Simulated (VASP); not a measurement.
**NiO: relaxation of cell and atoms with PBE**

NiO:

```
CELL_PARAMETERS angstrom
0.00000 2.24045 2.24045
2.24045 0.00000 2.24045
2.24045 2.24045 0.00000
ATOMIC_POSITIONS crystal
Ni 0.00000 0.00000 0.00000
O 0.25000 0.25000 0.25000
```

- Program: VASP 6.6.1
- Task: relaxation of cell and atoms
- Functional: PBE
- Potentials or basis: VASP PAW PBE potentials, release 64 (Ni, O)
- Cutoff: 600 eV
- k mesh: 22 × 22 × 22
- Occupations: gaussian, width 0.1 eV
- Spin: collinear spin, ferromagnetic start
- Starting moments: [1.61, 0.41] μB
- Dipole correction: no
- Further INCAR settings: ALGO = Normal; EDIFF = 1e-06; IBRION = 2; EDIFFG = -0.01; NSW = 100; ISIF = 3

```json
{
  "Pressure after relaxing": "0.1 GPa",
  "Net moment": "1.91 μB per cell",
  "Site moments": "Ni +1.50; O +0.36 μB",
  "Valence electrons inside the program's atomic spheres": "Ni 9.10; O 4.97"
}
```

Final structure:
```xyz
2
Lattice="0.0000 2.2405 2.2405 2.2405 0.0000 2.2405 2.2405 2.2405 0.0000" Properties=species:S:1:pos:R:3 pbc="T T T"
Ni    0.0000    0.0000    0.0000
O     1.1202    1.1202    1.1202
```

Levels at points of the mesh, in eV from the Fermi level:
Spin up:
```tsv
k point	band 5	band 6	band 7	band 8	band 9	band 10	band 11	band 12	band 13
(0.00, 0.00, 0.00)	-2.42	-2.42	0.16	0.16	0.16	0.44	14.28	14.28	14.28
(0.50, 0.00, 0.00)	-2.57	-2.36	-2.36	-0.66	-0.66	5.87	7.31	13.79	13.79
(0.50, 0.50, 0.00)	-3.13	-2.15	-1.86	-1.86	-1.75	5.39	9.97	11.18	14.55
```
Spin down:
| k point | band 4 | band 5 | band 6 | band 7 | band 8 | band 9 | band 10 | band 11 |
| --- | --- | --- | --- | --- | --- | --- | --- | --- |
| (0.00, 0.00, 0.00) | -4.99 | -1.36 | -1.36 | 0.74 | 1.76 | 1.76 | 1.76 | 14.54 |
| (0.50, 0.00, 0.00) | -4.75 | -1.16 | -1.16 | -0.75 | 0.86 | 0.86 | 6.18 | 7.81 |
| (0.50, 0.50, 0.00) | -4.40 | -1.53 | -1.05 | -0.75 | -0.10 | -0.10 | 5.87 | 10.60 |

Run time: 3.9 min on 1 thread of Intel(R) Xeon(R) Platinum 8259CL CPU @ 2.50GHz (Skylake/Cascade Lake) (shared host), peak memory 0.32 GiB.

Caveat: the relaxation stopped at its first step, so nothing moved; a cell with one magnetic atom can't hold antiferromagnetic order, which such compounds often take; semilocal functionals often make such compounds metallic where correlation or magnetic order opens a gap, which also shifts bond lengths. With open d or f shells a metallic result of PBE can be an artefact of self-interaction; +U or a hybrid may open a gap.
